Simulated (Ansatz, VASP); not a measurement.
**BN in VASP and in Ansatz**

Contents of INCAR:

```
PREC = Accurate ; ENCUT = 520
EDIFF = 1E-8 ; ISMEAR = -1
SIGMA = 0.02 ; LREAL = False
LASPH = True ; NELM = 60
ALGO = Normal ; ISIF = 2
LWAVE = False ; LCHARG = False
LEFG = True ; NBANDS = 11
```

KPOINTS

```
regular mesh
0
Gamma
  11 11 11
```

Contents of POSCAR:

```
BN
1.0
    0.0000000000      1.7713500000      1.8075000000
    1.7713500000      0.0000000000      1.8075000000
    1.7713500000      1.7713500000      0.0000000000
B N
1 1
Direct
    0.0000000000      0.0000000000      0.0000000000
    0.7500000000      0.7500000000      0.7500000000
```

Input for Ansatz:

```yaml
crystal:
  lattice:
    - [0.0, 1.77135, 1.8075]
    - [1.77135, 0.0, 1.8075]
    - [1.77135, 1.77135, 0.0]
  atoms:
    - { symbol: B, position: [0.0, 0.0, 0.0] }
    - { symbol: "N", position: [0.75, 0.75, 0.75] }
kpoints:
  mp_grid: { grid: [11, 11, 11] }
scf:
  occupations: { method: fermi_dirac, width: 0.02 }
hamiltonian:
  xc: lda
  pseudopotentials: { kind: all_electron, datasets: crystal }
output:
  forces: true
  stress: true
  eigenvalues: true
  efg: { contact_densities: true }
```

Change from the starting cell: equal xx and yy strain of -2 %, crystal datasets.

Alike in both runs: task electric field gradients; functional LDA; k mesh 11 × 11 × 11; occupations fermi-dirac, width 0.02 eV; no spin polarisation.

```csv
,VASP,Ansatz
version,VASP 6.6.1,Ansatz 0.2.0
potentials or method,"VASP PAW LDA potentials, release 64 (B, N), cutoff 520 eV","all-electron PAW with datasets made for the crystal, scalar-relativistic"
```

```csv
,VASP,Ansatz,Ansatz less VASP
gap on the k mesh at the Fermi level (eV),4.31,4.32,+0.011
pressure (GPa),5.8,4.9,-0.89
"traceless stress, the component that is largest in VASP (GPa)",-8.85,-8.87,-0.017
size of Vzz on the site where it differs most (V/Å²),0.7,0.5,-0.18
```

LDA's correlation is that of Perdew and Zunger in VASP and of Perdew and Wang (1992) in Ansatz. Ansatz ran all-electron here, and VASP with PAW potentials.
